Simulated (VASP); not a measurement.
Input of a VASP 6.6.1 run:

Contents of INCAR:

```
  PREC = Accurate
  ENCUT = 520
  EDIFF = 1E-6
  ISMEAR = 0
  SIGMA = 0.15
  LREAL = F
  LASPH = T
  NELM = 80
  ALGO = Fast
  ISIF = 2
  LWAVE = F
  LCHARG = T
  LELF = T
  LVHAR = T
  NBANDS = 16
```

File KPOINTS:

```
regular mesh
0
Gamma
  14 14 14
```

POSCAR

```
Al2Cu
1.0
   -2.1450084207      2.1450084207      2.8823500000
    2.1450084207     -2.1450084207      2.8823500000
    2.1450084207      2.1450084207     -2.8823500000
Al Cu
2 1
Direct
    0.7500000000      0.2500000000      0.5000000000
    0.2500000000      0.7500000000      0.5000000000
    0.5000000000      0.5000000000      0.0000000000
```

Potentials or basis: VASP PAW LDA potentials, release 64 (Al, Cu).

Launch:

```bash
$ cat potpaw_LDA.64/Al/POTCAR potpaw_LDA.64/Cu/POTCAR > POTCAR
$ mpirun -np 1 vasp_std > vasp.out
```

Q: What does it give for the pressure?

A: -11.5 GPa.

Q: Estimate the band gap on the k mesh.

A: Zero (an odd number of electrons rules out a gap without spin polarisation).

Stress tensor (GPa, compression positive):
```
-12.71   0.00   0.00
  0.00 -12.71   0.00
  0.00   0.00  -9.11
```

Caveat: the cell stands under tension.
